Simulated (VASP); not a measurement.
# Al3Cu (Pm-3m) in VASP: notebook

The runs below take Al3Cu through single point, with r2SCAN.

All numbers are computed with VASP 6.6.1; they aren't measurements. Logs are shortened: lines on timing, memory, paths and dates and some standing lists are left out, and cuts for length are marked.

### Step 1. The cell of the first run

The structure is cubic, space group Pm-3m (No. 221). Conventional cell: a = 3.889 Å, b = 3.889 Å, c = 3.889 Å, α = 90.00°, β = 90.00°, γ = 90.00°. Within 3.6 Å of Al (site symmetry 4/mmm) lie 8 Al at 2.75 Å and 4 Cu at 2.75 Å. Cu (site symmetry m-3m) has 12 Al at 2.75 Å within 3.6 Å.

### Step 2. Single point, r2SCAN

File POSCAR:

```
Al3Cu
1.0
    3.8891206735      0.0000000000      0.0000000000
    0.0000000000      3.8891206735      0.0000000000
    0.0000000000      0.0000000000      3.8891206735
Al Cu
3 1
Direct
    0.0000000000      0.5000000000      0.5000000000
    0.5000000000      0.0000000000      0.5000000000
    0.5000000000      0.5000000000      0.0000000000
    0.0000000000      0.0000000000      0.0000000000
```

File INCAR.step1:

```
SYSTEM = Al3Cu
PREC = Accurate
ENCUT = 520
ISMEAR = 0
SIGMA = 0.1
LREAL = .FALSE.
LASPH = .TRUE.
NELM = 60
NBANDS = 18
GGA = PE
ALGO = Normal
EDIFF = 1E-4
LWAVE = .TRUE.
LCHARG = .FALSE.
```

File INCAR.step2:

```
SYSTEM = Al3Cu
PREC = Accurate
ENCUT = 520
EDIFF = 1E-7
ISMEAR = 0
SIGMA = 0.1
LREAL = .FALSE.
LASPH = .TRUE.
NELM = 60
ALGO = Normal
ISIF = 2
LWAVE = .FALSE.
LCHARG = .FALSE.
METAGGA = R2SCAN
LMIXTAU = .TRUE.
NBANDS = 18
ISTART = 1
```

File KPOINTS:

```
regular mesh
0
G
  12 12 12
  0 0 0
```

Potentials or basis: VASP PAW PBE potentials, release 64 (Al, Cu).

Started as:

```
> cat potpaw_PBE.64/Al/POTCAR potpaw_PBE.64/Cu/POTCAR > POTCAR
> cp INCAR.step1 INCAR
> mpirun -np 1 vasp_std > vasp.out
> cp INCAR.step2 INCAR
> mpirun -np 1 vasp_std > vasp.out
```

OUTCAR:

```text
SYSTEM = Al3Cu
   PREC = Accurate
   ENCUT = 520
   EDIFF = 1E-7
   ISMEAR = 0
   LREAL = .FALSE.
   LASPH = .TRUE.
   NELM = 60
   ISIF = 2
   METAGGA = R2SCAN
   ISTART = 1

 ion  position               nearest neighbor table
   1  0.000  0.500  0.500-   2 2.75   3 2.75   4 2.75   3 2.75   4 2.75   2 2.75   4 2.75   4 2.75
                             2 2.75   3 2.75   3 2.75   2 2.75
   2  0.500  0.000  0.500-   1 2.75   3 2.75   4 2.75   3 2.75   4 2.75   1 2.75   3 2.75   3 2.75
                             1 2.75   4 2.75   4 2.75   1 2.75
   3  0.500  0.500  0.000-   1 2.75   2 2.75   4 2.75   1 2.75   2 2.75   2 2.75   4 2.75   2 2.75
                             1 2.75   4 2.75   1 2.75   4 2.75
   4  0.000  0.000  0.000-   1 2.75   2 2.75   3 2.75   1 2.75   2 2.75   1 2.75   3 2.75   1 2.75
                             2 2.75   3 2.75   2 2.75   3 2.75

  LATTYP: Found a simple cubic cell.
 ALAT       =     3.8891206735

  Lattice vectors:

 A1 = (   3.8891206735,   0.0000000000,   0.0000000000)
 A2 = (   0.0000000000,   3.8891206735,   0.0000000000)
 A3 = (   0.0000000000,   0.0000000000,   3.8891206735)

Analysis of symmetry for initial positions (statically):
=====================================================================
 Subroutine PRICEL returns:
 Original cell was already a primitive cell.

 Routine SETGRP: Setting up the symmetry group for a
 simple cubic supercell.

 Subroutine GETGRP returns: Found 48 space group operations
 (whereof 48 operations were pure point group operations)
 out of a pool of 48 trial point group operations.

The static configuration has the point symmetry O_h .

Analysis of symmetry for dynamics (positions and initial velocities):
=====================================================================
 Subroutine PRICEL returns:
 Original cell was already a primitive cell.

 Routine SETGRP: Setting up the symmetry group for a
 simple cubic supercell.

 Subroutine GETGRP returns: Found 48 space group operations
 (whereof 48 operations were pure point group operations)
 out of a pool of 48 trial point group operations.

The dynamic configuration has the point symmetry O_h .

 Subroutine INISYM returns: Found 48 space group operations
 (whereof 48 operations are pure point group operations),
 and found     1 'primitive' translations

----------------------------------------------------------------------------------------

                                     Primitive cell

  volume of cell :      58.8240

  direct lattice vectors                    reciprocal lattice vectors
     3.889120673  0.000000000  0.000000000     0.257127532  0.000000000  0.000000000
     0.000000000  3.889120673  0.000000000     0.000000000  0.257127532  0.000000000
     0.000000000  0.000000000  3.889120673     0.000000000  0.000000000  0.257127532

  length of vectors
     3.889120673  3.889120673  3.889120673     0.257127532  0.257127532  0.257127532

  position of ions in fractional coordinates (direct lattice)
     0.000000000  0.500000000  0.500000000
     0.500000000  0.000000000  0.500000000
     0.500000000  0.500000000  0.000000000
     0.000000000  0.000000000  0.000000000

  ion indices of the primitive-cell ions
   primitive index   ion index
                 1           1
                 2           2
                 3           3
                 4           4

----------------------------------------------------------------------------------------

 KPOINTS: regular mesh

Automatic generation of k-mesh.
 Grid dimensions read from file:
 generate k-points for:   12   12   12

 Generating k-lattice:

  Cartesian coordinates                     Fractional coordinates (reciprocal lattice)
     0.021427294  0.000000000  0.000000000     0.083333333  0.000000000  0.000000000
     0.000000000  0.021427294  0.000000000     0.000000000  0.083333333  0.000000000
     0.000000000  0.000000000  0.021427294     0.000000000  0.000000000  0.083333333

  Length of vectors
     0.021427294  0.021427294  0.021427294

  Shift w.r.t. Gamma in fractional coordinates (k-lattice)
     0.000000000  0.000000000  0.000000000

 Subroutine IBZKPT returns following result:
 ===========================================

 Found     84 irreducible k-points:

 Following reciprocal coordinates:
            Coordinates               Weight
  0.000000  0.000000  0.000000      1.000000
  0.083333  0.000000  0.000000      6.000000
  0.166667  0.000000  0.000000      6.000000
  0.250000  0.000000  0.000000      6.000000
  0.333333  0.000000  0.000000      6.000000
  0.416667  0.000000  0.000000      6.000000
[... 16 lines left out ...]
  0.333333  0.333333  0.000000     12.000000
  0.416667  0.333333  0.000000     24.000000
 [... further k-points ...]
   k-points           NKPTS =     84   k-points in BZ     NKDIM =     84   number of bands    NBANDS=     18
   number of dos      NEDOS =    301   number of ions     NIONS =      4
   total plane-waves  NPLWV =  27000
   dimension x,y,z NGX =    30 NGY =   30 NGZ =   30
   dimension x,y,z NGXF=    60 NGYF=   60 NGZF=   60
   ions per type =               3   1
   NGX,Y,Z   is equivalent  to a cutoff of  12.82, 12.82, 12.82 a.u.
   NGXF,Y,Z  is equivalent  to a cutoff of  25.65, 25.65, 25.65 a.u.
 SYSTEM =  Al3Cu
   PREC   = accura    normal or accurate (medium, high low for compatibility)
   ISTART =      1    job   : 0-new  1-cont  2-samecut
   ICHARG =      0    charge: 1-file 2-atom 10-const
   ISPIN  =      1    spin polarized calculation?
   LNONCOLLINEAR =      F non collinear calculations
   LSORBIT =      F    spin-orbit coupling
   LASPH  =      T    aspherical Exc in radial PAW
   ENCUT  =  520.0 eV  38.22 Ry    6.18 a.u.   7.23  7.23  7.23*2*pi/ulx,y,z
   NELM   =     60;   NELMIN=  2; NELMDL=  0     # of ELM steps
   EDIFF  = 0.1E-06   stopping-criterion for ELM
   LREAL  =      F    real-space projection
   EDIFFG = 0.1E-05   stopping-criterion for IOM
   NSW    =      0    number of steps for IOM
   IBRION =     -1    ionic relax: 0-MD 1-quasi-New 2-CG
   NFREE  =      0    steps in history (QN), initial steepest desc. (CG)
   ISIF   =      2    stress and relaxation
   ISYM   =      2    0-nonsym 1-usesym 2-fastsym
   POTIM  = 0.5000    time-step for ionic-motion
   TEBEG  =    0.0;   TEEND  =   0.0 temperature during run
   PSTRESS=    0.0 pullay stress
   NELECT =      20.0000    total number of electrons
   NUPDOWN=      -1.0000    fix difference up-down
   EMIN   =  10.00;   EMAX   =-10.00  energy-range for DOS
   EFERMI =   0.00;   METHOD = LEGACY
   ISMEAR =     0;   SIGMA  =   0.10  broadening in eV -4-tet -1-fermi 0-gaus
   EFERMI_NEDOS =   21; number of points for ismear=-14 and -15
   IALGO  =     38    algorithm
   IMIX   =      4    mixing-type and parameters
     AMIX     =   0.40;   BMIX     =  1.00
     AMIX_MAG =   1.60;   BMIX_MAG =  1.00
  volume/ion in A,a.u.               =      14.71        99.24
  Fermi-wavevector in a.u.,A,eV,Ry     =   1.142615  2.159230 17.763358  1.305570
  Thomas-Fermi vector in A             =   2.279313
   LORBIT       =      0    0 simple, 1 ext, 2 COOP (PROOUT), +10 PAW based schemes
   METAGGA = R2SCAN    functional components
   LHFCALC =     F    Hartree Fock is set to
   AEXX    =    0.0000 exact exchange contribution
   IVDW    =     0    specifies the selected vdW correction
   LEPSILON=     F    determine dielectric tensor
   LRPA    =     F    only Hartree local field effects (RPA)
 non-spin polarized calculation
 Gauss-broadening in eV      SIGMA  =   0.10
  energy-cutoff  :      520.00
  volume of cell :       58.82
 maximum number of plane-waves:      1622
 NGX is ok and might be reduce to    30
   NGX = 15   NGY = 15   NGZ = 15

 number of electron      19.9999990 magnetization

 Free energy of the ion-electron system (eV)
  ---------------------------------------------------
  ext. energy  EPLUGINS =         0.00000000
  ---------------------------------------------------
  free energy    TOTEN  =       -31.16753016 eV

  energy without entropy =      -31.16280273  energy(sigma->0) =      -31.16516645

 E-fermi :   8.4872     XC(G=0): -11.6576

 val. band max:        8.4399761029   @ k =   0.3333   0.3333   0.0000
 cond. band min:       8.4898789793   @ k =   0.5000   0.5000   0.2500
 fundamental gap:      0.0499028764
 Fermi energy:         8.4872249226

 k-point     1 :       0.0000    0.0000    0.0000
  band No.  band energies     occupation
      1      -3.4727      2.00000
      2       3.9526      2.00000
      3       3.9526      2.00000
      4       4.7147      2.00000
      5       4.7147      2.00000
      6       4.7147      2.00000
[... 10 lines left out ...]
     17      15.7897      0.00000
     18      15.7897      0.00000

 k-point     2 :       0.0833    0.0000    0.0000
  band No.  band energies     occupation
      1      -3.4005      2.00000
      2       3.8029      2.00000
      3       3.9677      2.00000
      4       4.6642      2.00000
      5       4.6642      2.00000
      6       4.7172      2.00000
[... 10 lines left out ...]
     17      16.0365      0.00000
     18      16.0366      0.00000

 k-point     3 :       0.1667    0.0000    0.0000
  band No.  band energies     occupation
      1      -3.1843      2.00000
      2       3.1525      2.00000
      3       4.0091      2.00000
      4       4.5548      2.00000
      5       4.5548      2.00000
      6       4.7239      2.00000
[... 10 lines left out ...]
     17      15.9665      0.00000
     18      16.2721      0.00000

 k-point     4 :       0.2500    0.0000    0.0000
  band No.  band energies     occupation
      1      -2.8260      2.00000
      2       2.1159      2.00000
      3       4.0664      2.00000
      4       4.4428      2.00000
      5       4.4428      2.00000
      6       4.7332      2.00000
[... 10 lines left out ...]
     17      16.1740      0.00000
     18      16.6324      0.00000

 k-point     5 :       0.3333    0.0000    0.0000
  band No.  band energies     occupation
      1      -2.3298      2.00000
      2       1.0399      2.00000
      3       4.1244      2.00000
      4       4.3543      2.00000
      5       4.3543      2.00000
      6       4.7425      2.00000
[... 10 lines left out ...]
     17      16.4284      0.00000
     18      17.1229      0.00000

 k-point     6 :       0.4167    0.0000    0.0000
  band No.  band energies     occupation
      1      -1.7094      2.00000
      2       0.0515      2.00000
      3       4.1674      2.00000
      4       4.2990      2.00000
      5       4.2990      2.00000
      6       4.7493      2.00000
[... 307 lines left out ...]
 k-point    21 :       0.4167    0.2500    0.0000
  band No.  band energies     occupation
      1      -1.0909      2.00000
      2       0.6580      2.00000
      3       3.3357      2.00000
      4       4.0798      2.00000
      5       4.3858      2.00000
      6       4.5916      2.00000
[... 10 lines left out ...]
     17      15.5087      0.00000
     18      16.1798      0.00000

 k-point    22 :       0.5000    0.2500    0.0000
  band No.  band energies     occupation
      1      -0.5746      2.00000
      2       0.0232      2.00000
      3       3.5452      2.00000
      4       3.9626      2.00000
      5       4.3713      2.00000
      6       4.5965      2.00000
[... 10 lines left out ...]
     17      15.6590      0.00000
     18      15.8592      0.00000

 k-point    23 :       0.3333    0.3333    0.0000
  band No.  band energies     occupation
      1      -1.2167      2.00000
      2       1.9470      2.00000
      3       2.1231      2.00000
      4       4.0623      2.00000
      5       4.4432      2.00000
      6       4.5294      2.00000
[... 10 lines left out ...]
     17      15.8890      0.00000
     18      15.9628      0.00000

 k-point    24 :       0.4167    0.3333    0.0000
  band No.  band energies     occupation
      1      -0.6215      2.00000
      2       1.1131      2.00000
      3       2.5306      2.00000
      4       3.7605      2.00000
      5       4.4290      2.00000
      6       4.5234      2.00000
[... 10 lines left out ...]
     17      15.9526      0.00000
     18      16.3359      0.00000

 [... further k-points ...]

------------------------ aborting loop because EDIFF is reached ----------------------------------------

  FORCE on cell =-STRESS in cart. coord.  units (eV):
  Direction    XX          YY          ZZ          XY          YZ          ZX
  --------------------------------------------------------------------------------------
  -------------------------------------------------------------------------------------
  Total       -0.0539927     -0.0539927     -0.0539927      0.0000000     -0.0000000     -0.0000000
  in kB       -1.4705884     -1.4705884     -1.4705884      0.0000000     -0.0000000     -0.0000000
  external PRESSURE =      -1.4705884 kB  Pullay stress =       0.0000000 kB

 VOLUME and BASIS-vectors are now :
 -----------------------------------------------------------------------------
  energy-cutoff  :      520.00
  volume of cell :       58.82
      direct lattice vectors                 reciprocal lattice vectors
     3.889120673  0.000000000  0.000000000     0.257127532  0.000000000  0.000000000
     0.000000000  3.889120673  0.000000000     0.000000000  0.257127532  0.000000000
     0.000000000  0.000000000  3.889120673     0.000000000  0.000000000  0.257127532

 POSITION                                       TOTAL-FORCE (eV/Angst)
 -----------------------------------------------------------------------------------
      0.00000      1.94456      1.94456         0.000000      0.000000      0.000000
      1.94456      0.00000      1.94456         0.000000      0.000000      0.000000
      1.94456      1.94456      0.00000         0.000000      0.000000      0.000000
      0.00000      0.00000      0.00000         0.000000      0.000000      0.000000
 -----------------------------------------------------------------------------------
    total drift:                                0.000000     -0.000000     -0.000000

  FREE ENERGIE OF THE ION-ELECTRON SYSTEM (eV)
  ---------------------------------------------------
  free  energy   TOTEN  =       -31.1675301606 eV

  energy  without entropy=      -31.1628027331  energy(sigma->0) =      -31.16516645
```

Wall time 4.3 min (1 thread of Intel Xeon Platinum 8488C (Sapphire Rapids), shared host); peak memory 0.22 GiB.

Results:

```yaml
Free_energy: -31.1675 eV
Pressure: -0.1 GPa
Band_gap_on_the_k_mesh: zero (band 10 reaches 10.76 eV, above the bottom of band 11 at 6.56 eV)
```

Caveat: the PAW data sets were made with another functional, which shifts forces and pressure a little.

### Step 3. Single point, r2SCAN (volume scaled by 1.03)

File POSCAR:

```
Al3Cu
1.0
    3.9276293232      0.0000000000      0.0000000000
    0.0000000000      3.9276293232      0.0000000000
    0.0000000000      0.0000000000      3.9276293232
Al Cu
3 1
Direct
    0.0000000000      0.5000000000      0.5000000000
    0.5000000000      0.0000000000      0.5000000000
    0.5000000000      0.5000000000      0.0000000000
    0.0000000000      0.0000000000      0.0000000000
```

File INCAR.step1:

```
ALGO = Normal
EDIFF = 1E-4
ENCUT = 520
GGA = PE
ISMEAR = 0
LASPH = True
LCHARG = False
LREAL = False
LWAVE = True
NBANDS = 18
NELM = 100
PREC = Accurate
SIGMA = 0.1
```

File INCAR.step2:

```
ALGO = Normal
EDIFF = 1E-6
ENCUT = 520
ISIF = 2
ISMEAR = 0
ISTART = 1
LASPH = True
LCHARG = False
LMIXTAU = True
LREAL = False
LWAVE = False
METAGGA = R2SCAN
NBANDS = 18
NELM = 100
PREC = Accurate
SIGMA = 0.1
```

File KPOINTS:

```
k-points
0
Gamma
  12 12 12
```

Potentials or basis: VASP PAW PBE potentials, release 64 (Al, Cu).

Started as:

```
> cat potpaw_PBE.64/Al/POTCAR potpaw_PBE.64/Cu/POTCAR > POTCAR
> cp INCAR.step1 INCAR
> mpirun -np 1 vasp_std > vasp.out
> cp INCAR.step2 INCAR
> mpirun -np 1 vasp_std > vasp.out
```

Wall time 3.5 min (1 thread of Intel Xeon Platinum 8488C (Sapphire Rapids), shared host); peak memory 0.22 GiB.

It converged, with:

- Free energy: -31.1496 eV
- Pressure: -3.1 GPa
- Band gap on the k mesh: zero (band 10 reaches 10.45 eV, above the bottom of band 11 at 6.23 eV)

Levels at points of the mesh, in eV from the Fermi level:
```csv
k point,band 8,band 9,band 10,band 11,band 12,band 13
"(0.00, 0.00, 0.00)",-2.57,-2.57,-0.59,0.56,0.56,6.80
"(0.50, 0.00, 0.00)",0.24,0.24,0.29,0.29,0.70,2.29
"(0.50, 0.50, 0.00)",-3.38,-3.16,1.38,3.06,3.06,3.47
"(0.50, 0.50, 0.50)",-3.45,-3.45,-2.47,-1.93,-1.93,-1.93
```

Caveat: the PAW data sets were made with another functional, which shifts forces and pressure a little.

(Part 1 of 2 ends here.)
